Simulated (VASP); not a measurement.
Input of a VASP 6.6.1 run:

The input INCAR:

```
SYSTEM = Al2Pt
GGA = PS
ISMEAR = 1
SIGMA = 0.05
LWAVE = .FALSE.
LCHARG = .FALSE.
NBANDS = 34
PREC = Accurate
LASPH = .TRUE.
LREAL = .FALSE.
ALGO = Normal
EDIFF = 1E-6
NELM = 120
GGA_COMPAT = .FALSE.
ENCUT = 480
LMAXMIX = 4
```

Contents of KPOINTS:

```
Automatic mesh
0
Gamma
  13 13 13
  0 0 0
```

KPOINTS_OPT

```
path GXWKGLUWLK,UX
12
line-mode
reciprocal
 0.0000000000  0.0000000000  0.0000000000  G
 0.5000000000  0.0000000000  0.5000000000  X

 0.5000000000  0.0000000000  0.5000000000  X
 0.5000000000  0.2500000000  0.7500000000  W

 0.5000000000  0.2500000000  0.7500000000  W
 0.3750000000  0.3750000000  0.7500000000  K

 0.3750000000  0.3750000000  0.7500000000  K
 0.0000000000  0.0000000000  0.0000000000  G

 0.0000000000  0.0000000000  0.0000000000  G
 0.5000000000  0.5000000000  0.5000000000  L

 0.5000000000  0.5000000000  0.5000000000  L
 0.6250000000  0.2500000000  0.6250000000  U

 0.6250000000  0.2500000000  0.6250000000  U
 0.5000000000  0.2500000000  0.7500000000  W

 0.5000000000  0.2500000000  0.7500000000  W
 0.5000000000  0.5000000000  0.5000000000  L

 0.5000000000  0.5000000000  0.5000000000  L
 0.3750000000  0.3750000000  0.7500000000  K

 0.6250000000  0.2500000000  0.6250000000  U
 0.5000000000  0.0000000000  0.5000000000  X
```

Contents of POSCAR:

```
Al2Pt
1.0
    0.0000000000      2.9550000000      2.9550000000
    2.9550000000      0.0000000000      2.9550000000
    2.9550000000      2.9550000000      0.0000000000
Pt Al
1 2
Direct
    0.0000000000      0.0000000000      0.0000000000
    0.7500000000      0.7500000000      0.7500000000
    0.2500000000      0.2500000000      0.2500000000
```

Potentials or basis: VASP PAW PBE potentials, release 64 (Pt, Al).

The run is started by

```bash
$ cat potpaw_PBE.64/Pt/POTCAR potpaw_PBE.64/Al/POTCAR > POTCAR
$ mpirun -np 1 vasp_std > vasp.out
```

Question: Predict the band gap along the path.

Answer: Zero within the smearing.

Question: Predict the pressure.

Answer: -1.0 GPa.

Levels at the corners of the path, in eV from the Fermi level:
```csv
point,band 6,band 7,band 8,band 9,band 10,band 11,band 12,band 13
Γ,-3.70,2.98,3.79,3.79,3.79,5.42,5.42,5.42
X,-3.44,-3.21,-1.61,-1.61,3.16,3.32,8.08,10.77
X,-3.44,-3.21,-1.61,-1.61,3.16,3.32,8.08,10.77
W,-3.27,-2.79,-2.79,-0.90,5.21,5.21,6.11,6.27
W,-3.27,-2.79,-2.79,-0.90,5.21,5.21,6.11,6.27
K,-3.65,-3.06,-2.01,-0.61,3.28,5.39,6.77,8.59
K,-3.65,-3.06,-2.01,-0.61,3.28,5.39,6.77,8.59
Γ,-3.70,2.98,3.79,3.79,3.79,5.42,5.42,5.42
Γ,-3.70,2.98,3.79,3.79,3.79,5.42,5.42,5.42
L,-3.48,-3.48,1.01,1.01,3.73,5.15,5.15,5.37
L,-3.48,-3.48,1.01,1.01,3.73,5.15,5.15,5.37
U,-3.65,-3.06,-2.01,-0.61,3.28,5.39,6.77,8.59
U,-3.65,-3.06,-2.01,-0.61,3.28,5.39,6.77,8.59
W,-3.27,-2.79,-2.79,-0.90,5.21,5.21,6.11,6.27
W,-3.27,-2.79,-2.79,-0.90,5.21,5.21,6.11,6.27
L,-3.48,-3.48,1.01,1.01,3.73,5.15,5.15,5.37
L,-3.48,-3.48,1.01,1.01,3.73,5.15,5.15,5.37
K,-3.65,-3.06,-2.01,-0.61,3.28,5.39,6.77,8.59
U,-3.65,-3.06,-2.01,-0.61,3.28,5.39,6.77,8.59
X,-3.44,-3.21,-1.61,-1.61,3.16,3.32,8.08,10.77
```

Caveat: the PAW data sets were made with another functional, which shifts forces and pressure a little; spin-orbit coupling is left out, which moves the levels of the heavy elements.
